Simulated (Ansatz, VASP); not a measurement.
## Two plane-wave programs on SnTe

```
CELL_PARAMETERS angstrom
4.41666 0.00000 0.00000
0.00000 4.41666 0.00000
0.00000 0.00000 2.87083
ATOMIC_POSITIONS crystal
Sn 0.00000 0.00000 0.00000
Te 0.50000 0.50000 0.50000
```

Alike in both runs: task single point; functional PBE; dispersion D3(BJ); k mesh 18 × 18 × 18; occupations gaussian, width 0.15 eV; no spin polarisation.

|  | VASP | Ansatz |
| --- | --- | --- |
| version | VASP 6.6.1 | Ansatz 0.2.0 |
| potentials or method | VASP PAW PBE potentials, release 64 (Sn_d, Te), cutoff 500 eV | scalar-relativistic, plane waves, PAW |
| valence electrons in the cell | 20 | 30 |

|  | VASP | Ansatz | Ansatz less VASP |
| --- | --- | --- | --- |
| gap on the k mesh at the Fermi level (eV) | none | none | - |
| pressure (GPa) | 5.0 | 5.0 | +0.04 |
| traceless stress, the component that is largest in VASP (GPa) | 11.45 | 11.44 | -0.007 |

A gap of «none» marks a metal or a gap that the smearing closes. VASP's potentials hold 20 valence electrons a cell and Ansatz's 30, so a difference there can come from the potentials and not from the codes.

Neither program's run includes spin-orbit coupling.
